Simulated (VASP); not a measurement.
HfO2, 12 atoms in the cell. It takes space group Pca2_1 (No. 29, orthorhombic). The conventional cell has a = 5.228 Å, b = 5.017 Å, c = 5.041 Å, α = 90.00°, β = 90.00°, γ = 90.00°. Hf (site symmetry 1) has 7 O at 2.02 to 2.33 Å within 2.7 Å. O (site symmetry 1) has 3 Hf at 2.02 to 2.20 Å and 6 O at 2.53 to 2.67 Å within 2.7 Å. Within 2.7 Å of O (site symmetry 1) lie 4 Hf at 2.06 to 2.33 Å and 6 O at 2.53 to 2.67 Å. 

| Item | Value |
| --- | --- |
| Program | VASP 6.6.1 |
| Task | single point |
| Functional | PBEsol |
| Potentials or basis | VASP PAW PBE potentials, release 64 (Hf_pv, O) |
| Cutoff | 520 eV |
| k mesh | 3 × 3 × 3 |
| Occupations | gaussian, width 0.01 eV |
| Spin | no spin polarisation |
| Dipole correction | no |
| Further INCAR settings | ALGO = Normal; EDIFF = 1e-06; NBANDS = 56 |

Potentials or basis: VASP PAW PBE potentials, release 64 (Hf_pv, O).

The run is started by

```sh
$ cat potpaw_PBE.64/Hf_pv/POTCAR potpaw_PBE.64/O/POTCAR > POTCAR
$ mpirun -np 1 vasp_std > vasp.out
```

Hardware: 1 thread of Intel Xeon 8259CL (shared host).

Estimate the wall time of this run.

Wall time 110 s on 1 thread of Intel Xeon 8259CL, with other jobs on the host, peak memory 0.25 GiB. Counts: scf iterations 15, k points 8.
